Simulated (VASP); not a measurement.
# AlRu (CsCl type): single point with PBE

Crystal: AlRu (CsCl type).

```
Ru Al
1.0
     2.63169    0.00000    0.00000
     0.00000    2.63169    0.00000
     0.00000    0.00000    2.63169
Ru Al
1 1
Direct
  0.00000 0.00000 0.00000
  0.50000 0.50000 0.50000
```

- Program: VASP 6.6.1
- Task: single point
- Functional: PBE
- Potentials or basis: VASP PAW PBE potentials, release 64 (Ru_pv, Al)
- Cutoff: 520 eV
- k mesh: 15 × 15 × 15
- Occupations: fermi-dirac, width 0.1 eV
- Spin: no spin polarisation

```json
{
  "Pressure": "191.0 GPa",
  "Band gap on the k mesh": "zero (an odd number of electrons rules out a gap without spin polarisation)"
}
```

Levels at points of the mesh, in eV from the Fermi level:
```tsv
k point	band 5	band 6	band 7	band 8	band 9	band 10	band 11	band 12	band 13	band 14
(0.00, 0.00, 0.00)	-6.37	-6.37	0.25	0.25	0.25	8.25	8.25	8.25	12.19	13.30
```

Wall time 11 s on 1 thread of Intel(R) Xeon(R) 6975P-C (Granite Rapids) (shared host), peak memory 0.15 GiB.

Caveat: the cell stands under pressure; an empty level that is flat over the whole mesh can mark a ghost state of the potentials, or a narrow d or f band.
